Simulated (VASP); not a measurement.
# P in VASP: settings compared, part 4 of 4

VASP 6.6.1. Earlier steps stand in the parts before.

**6. Relaxation of cell and atoms, PBEsol**

This run uses another cell than the first one.

File INCAR:

```
ALGO = Normal
DIPOL = 0.5 0.5 0.341
EDIFF = 1E-7
EDIFFG = -0.005
ENCUT = 500
GGA = PS
GGA_COMPAT = F
IBRION = 2
IDIPOL = 3
ISIF = 3
ISMEAR = -1
LASPH = T
LATTICE_CONSTRAINTS = .TRUE. .TRUE. .FALSE.
LCHARG = F
LDIPOL = T
LREAL = F
LWAVE = F
NELM = 120
NELMDL = -8
NELMIN = 4
NSW = 80
PREC = Accurate
SIGMA = 0.02
```

File KPOINTS:

```
k-points
0
Gamma
  6 8 1
```

File POSCAR:

```
P
1.0
    4.6269992810      0.0000000000      0.0000000000
    0.0000000000      3.3037716322      0.0000000000
    0.0000000000      0.0000000000     27.8195791164
P
4
Direct
    0.0889206008      0.0000000000      0.3793418299
    0.4110793992      0.5000000000      0.3793418299
    0.5889206008      0.5000000000      0.3036304006
    0.9110793992      0.0000000000      0.3036304006
```

Potentials or basis: VASP PAW PBE potentials, release 64 (P).

The run is started by

```console
$ cat potpaw_PBE.64/P/POTCAR > POTCAR
$ mpirun -np 1 vasp_std > vasp.out
```

OUTCAR:

```text
EDIFF = 1E-7
   EDIFFG = -0.005
   ENCUT = 500
   GGA = PS
   IBRION = 2
   ISIF = 3
   ISMEAR = -1
   LASPH = T
   LREAL = F
   NELM = 120
   NELMDL = -8
   NELMIN = 4
   NSW = 80
   PREC = Accurate

 ion  position               nearest neighbor table
   1  0.089  0.000  0.379-   2 2.23   2 2.23   4 2.26
   2  0.411  0.500  0.379-   1 2.23   1 2.23   3 2.26
   3  0.589  0.500  0.304-   4 2.23   4 2.23   2 2.26
   4  0.911  0.000  0.304-   3 2.23   3 2.23   1 2.26

  LATTYP: Found a simple orthorhombic cell.
 ALAT       =     3.3037716322
 B/A-ratio  =     1.4005203132
 C/A-ratio  =     8.4205514828

  Lattice vectors:

[... 396 lines left out ...]
      2     -15.4574      2.00000
      3     -11.9412      2.00000
      4      -8.7378      2.00000
      5      -7.6822      2.00000
      6      -7.3922      2.00000
      7      -6.3525      2.00000
      8      -4.7844      2.00000
      9      -4.6189      2.00000
     10      -2.8799      2.00000
     11      -2.1542      0.00000
     12      -1.3751      0.00000
     13      -0.1528      0.00000
     14       0.5831      0.00000
[... 311 lines left out ...]
      3     -12.7504      2.00000
      4     -12.7504      2.00000
      5      -7.9516      2.00000
      6      -7.9516      2.00000
      7      -7.8020      2.00000
      8      -7.8020      2.00000
      9      -4.1829      2.00000
     10      -4.1829      2.00000
     11      -0.4954      0.00000
     12      -0.4954      0.00000
     13       1.3494      0.00000
     14       1.3494      0.00000

------------------------ aborting loop because EDIFF is reached ----------------------------------------

 vacuum level on the upper side and lower side of the slab       (xc-potential included)        -0.009        -0.009

  FORCE on cell =-STRESS in cart. coord.  units (eV):
  Direction    XX          YY          ZZ          XY          YZ          ZX
  --------------------------------------------------------------------------------------
  -------------------------------------------------------------------------------------
  Total       -0.0041791      0.0057241     -0.0176127     -0.0000000      0.0000000      0.0000000
  in kB       -0.0165138      0.0226190     -0.0695972     -0.0000000      0.0000000      0.0000000
  external PRESSURE =      -0.0211640 kB  Pullay stress =       0.0000000 kB
[... 19 lines left out ...]
  FREE ENERGIE OF THE ION-ELECTRON SYSTEM (eV)
  ---------------------------------------------------
  free  energy   TOTEN  =       -22.8410446179 eV

  energy  without entropy=      -22.8410446174  energy(sigma->0) =      -22.84104462

 reached required accuracy - stopping structural energy minimisation

 vacuum level on the upper side and lower side of the slab         2.050         2.050
```

OSZICAR:

```text
N       E                     dE             d eps       ncg     rms          rms(c)
DAV:   1     0.147050547029E+03    0.14705E+03   -0.57882E+03   560   0.922E+02
DAV:   2    -0.378539648116E+01   -0.15084E+03   -0.14501E+03   956   0.165E+02
DAV:   3    -0.225818387497E+02   -0.18796E+02   -0.18736E+02   752   0.727E+01
[... 151 lines left out ...]
DAV:   3    -0.228410468585E+02    0.69596E-05   -0.70075E-06   738   0.167E-02    0.760E-03
DAV:   4    -0.228410450218E+02    0.18367E-05   -0.28078E-06   692   0.102E-02    0.198E-03
DAV:   5    -0.228410447885E+02    0.23330E-06   -0.15576E-07   490   0.291E-03    0.978E-04
DAV:   6    -0.228410445965E+02    0.19197E-06   -0.50205E-08   424   0.159E-03    0.226E-04
DAV:   7    -0.228410446179E+02   -0.21373E-07   -0.10315E-08   322   0.818E-04
  11 F= -.22841045E+02 E0= -.22841045E+02  d E =-.799989E-05
```

CONTCAR:

```text
P
   1.00000000000000
     4.4373683455647965   -0.0000000000000000    0.0000000000000000
    -0.0000000000000000    3.2844992706416321    0.0000000000000000
     0.0000000000000000    0.0000000000000000   27.8195791163999999
  P
     4
Direct
     0.0827961927846546    0.0000000000000000    0.3794395369262025
     0.4172038072153455    0.5000000000000000    0.3794395369262025
     0.5827961927846546    0.5000000000000000    0.3035326935737965
     0.9172038072153454    0.0000000000000000    0.3035326935737965

  0.00000000E+00  0.00000000E+00  0.00000000E+00
  0.00000000E+00  0.00000000E+00  0.00000000E+00
  0.00000000E+00  0.00000000E+00  0.00000000E+00
  0.00000000E+00  0.00000000E+00  0.00000000E+00
```

Run time: 26 min. Hardware: 1 thread of AMD EPYC 7R43 (Zen 3), shared host; peak memory 0.45 GiB.

What came out:

```yaml
Free_energy: -22.8410 eV
Relaxed_cell: a = 4.437 Å, b = 3.284 Å, c = 27.820 Å, α = 90.00°, β = 90.00°, γ = 90.00°
Space_group_after_relaxing_to_0.1_Å: Pmna (No. 53)
Energy_gained_by_relaxing: 7.3 meV/atom
Ionic_steps: 11
Band_gap_on_the_k_mesh: 0.73 eV
```

The path:
```tsv
step	energy change (eV)	largest force (eV/Å)	pressure (GPa)	volume (Å³)
1	0.0000	0.1594	-0.43	425.27
2	-0.0116	0.3182	0.21	411.21
3	-0.0169	0.1901	-0.03	416.14
4	-0.0213	0.0636	0.01	414.24
5	-0.0217	0.0786	0.02	413.49
6	-0.0247	0.0701	0.02	411.77
7	-0.0286	0.0501	0.01	406.56
8	-0.0291	0.0162	-0.01	405.43
9	-0.0291	0.0057	-0.01	405.64
10	-0.0291	0.0130	0.01	405.14
11	-0.0291	0.0012	0.00	405.46
```

Final structure:
```yaml
crystal:
  lattice:
    - [4.43737, 0.00000, 0.00000]
    - [0.00000, 3.28450, 0.00000]
    - [0.00000, 0.00000, 27.81958]
  atoms:
    - { symbol: P, position: [0.08280, 0.00000, 0.37944] }
    - { symbol: P, position: [0.41720, 0.50000, 0.37944] }
    - { symbol: P, position: [0.58280, 0.50000, 0.30353] }
    - { symbol: P, position: [0.91720, 0.00000, 0.30353] }
```

Levels at points of the mesh, in eV from the valence-band top:
| k point | band 8 | band 9 | band 10 | band 11 | band 12 | band 13 |
| --- | --- | --- | --- | --- | --- | --- |
| (0.00, 0.00, 0.00) | -1.90 | -1.74 | 0.00 | 0.73 | 1.50 | 2.73 |
| (0.50, 0.00, 0.00) | -2.56 | -1.07 | -1.07 | 2.10 | 2.10 | 3.50 |
| (0.00, 0.50, 0.00) | -2.77 | -2.07 | -2.07 | 1.23 | 1.23 | 1.90 |
| (0.50, 0.50, 0.00) | -4.92 | -1.30 | -1.30 | 2.38 | 2.38 | 4.23 |

Caveat: the relaxation moved the vacuum too, so the length across it says nothing of the material; the PAW data sets were made with another functional, which shifts forces and pressure a little.

**7. Relaxation of cell and atoms, LDA**

This run uses another cell than the first one.

File INCAR:

```
SYSTEM = P
  PREC = Accurate
  ENCUT = 500
  EDIFF = 1E-7
  ISMEAR = -1
  SIGMA = 0.02
  LREAL = .False.
  LASPH = .True.
  NELM = 120
  ALGO = Normal
  ISIF = 3
  LWAVE = .False.
  LCHARG = .False.
  LDIPOL = .True.
  IDIPOL = 3
  DIPOL = 0.5 0.5 0.341
  GGA = CA
  IBRION = 2
  NSW = 80
  EDIFFG = -0.005
  GGA_COMPAT = .False.
  NELMIN = 4
  NELMDL = -8
  LATTICE_CONSTRAINTS = .TRUE. .TRUE. .FALSE.
```

File KPOINTS:

```
Automatic mesh
0
Gamma
  6 8 1
  0 0 0
```

POSCAR is that of step 6.

Potentials or basis: VASP PAW LDA potentials, release 64 (P).

The run is started by

```console
$ cat potpaw_LDA.64/P/POTCAR > POTCAR
$ mpirun -np 1 vasp_std > vasp.out
```

It took 27 min on 1 thread of AMD EPYC 7R43 (Zen 3), shared host; peak memory 0.41 GiB.

It converged, with:

- Free energy: -23.7583 eV
- Relaxed cell: a = 4.363 Å, b = 3.271 Å, c = 27.820 Å, α = 90.00°, β = 90.00°, γ = 90.00°
- Space group after relaxing (to 0.1 Å): Pmna (No. 53)
- Energy gained by relaxing: 16.9 meV/atom
- Ionic steps: 12
- Band gap on the k mesh: 0.60 eV

The path:
| step | energy change (eV) | largest force (eV/Å) | pressure (GPa) | volume (Å³) |
| --- | --- | --- | --- | --- |
| 1 | 0.0000 | 0.2944 | -0.72 | 425.27 |
| 2 | -0.0252 | 0.5545 | 0.42 | 402.01 |
| 3 | -0.0456 | 0.2718 | -0.07 | 411.00 |
| 4 | -0.0544 | 0.0770 | -0.01 | 408.42 |
| 5 | -0.0550 | 0.0930 | 0.02 | 407.51 |
| 6 | -0.0597 | 0.0912 | 0.02 | 405.47 |
| 7 | -0.0659 | 0.0959 | 0.04 | 400.03 |
| 8 | -0.0661 | 0.0991 | 0.04 | 398.73 |
| 9 | -0.0672 | 0.0575 | -0.06 | 397.41 |
| 10 | -0.0675 | 0.0196 | -0.03 | 397.81 |
| 11 | -0.0673 | 0.0319 | 0.04 | 395.81 |
| 12 | -0.0677 | 0.0012 | 0.00 | 397.00 |

Final structure:
```cif
data_structure
_symmetry_space_group_name_H-M 'P 1'
_symmetry_Int_Tables_number 1
_cell_length_a 4.3632
_cell_length_b 3.2707
_cell_length_c 27.8196
_cell_angle_alpha 90.000
_cell_angle_beta 90.000
_cell_angle_gamma 90.000
_cell_volume 397.00
loop_
_atom_site_label
_atom_site_type_symbol
_atom_site_fract_x
_atom_site_fract_y
_atom_site_fract_z
_atom_site_occupancy
P1 P 0.08132 0.00000 0.37934 1
P2 P 0.41868 0.50000 0.37934 1
P3 P 0.58132 0.50000 0.30363 1
P4 P 0.91868 0.00000 0.30363 1
```

Levels at points of the mesh, in eV from the valence-band top:
| k point | band 8 | band 9 | band 10 | band 11 | band 12 | band 13 |
| --- | --- | --- | --- | --- | --- | --- |
| (0.00, 0.00, 0.00) | -2.03 | -1.83 | 0.00 | 0.60 | 1.43 | 2.70 |
| (0.50, 0.00, 0.00) | -2.65 | -1.02 | -1.02 | 2.07 | 2.07 | 3.41 |
| (0.00, 0.50, 0.00) | -2.81 | -2.11 | -2.11 | 1.22 | 1.22 | 1.79 |
| (0.50, 0.50, 0.00) | -5.05 | -1.38 | -1.38 | 2.32 | 2.32 | 4.38 |

Caveat: the relaxation moved the vacuum too, so the length across it says nothing of the material.

**8. Overview**

| task | level | potentials or basis | cell | cutoff (eV) | smearing | gap on the mesh (eV) | relaxed volume (Å³/atom) | largest force (eV/Å) |
| --- | --- | --- | --- | --- | --- | --- | --- | --- |
| single point | LDA | VASP PAW LDA potentials, release 64 (P) | a = 4.373, b = 3.271, c = 27.820 Å, 4 atoms, atomic positions A | 520 | fermi-dirac 0.02 eV | 0.61 | - | 0.04 |
| single point | PBEsol | VASP PAW PBE potentials, release 64 (P) | a = 4.445, b = 3.283, c = 27.820 Å, 4 atoms, atomic positions B | 520 | fermi-dirac 0.02 eV | 0.73 | - | 0.02 |
| single point | PBE | VASP PAW PBE potentials, release 64 (P) | a = 4.627, b = 3.292, c = 27.820 Å, 4 atoms, atomic positions C | 520 | fermi-dirac 0.02 eV | 0.93 | - | 0.21 |
| single point | r2SCAN | VASP PAW PBE potentials, release 64 (P) | a = 4.627, b = 3.292, c = 27.820 Å, 4 atoms, atomic positions C | 520 | gaussian 0.01 eV | 1.12 | - | 0.10 |
| relaxation of cell and atoms | PBEsol | VASP PAW PBE potentials, release 64 (P) | relaxed from a = 4.627, b = 3.304, c = 27.820 Å, 4 atoms, atomic positions D | 500 | fermi-dirac 0.02 eV | 0.73 | 101.36 | - |
| relaxation of cell and atoms | LDA | VASP PAW LDA potentials, release 64 (P) | relaxed from a = 4.627, b = 3.304, c = 27.820 Å, 4 atoms, atomic positions D | 500 | fermi-dirac 0.02 eV | 0.60 | 99.25 | - |

Alike in all rows: no spin polarisation; k mesh 6 × 8 × 1.

Caveats: the PAW data sets were made with another functional, which shifts forces and pressure a little (at least some runs); the relaxation moved the vacuum too, so the length across it says nothing of the material (at least some runs).

Absolute energies hang on the potentials; compare differences alone.
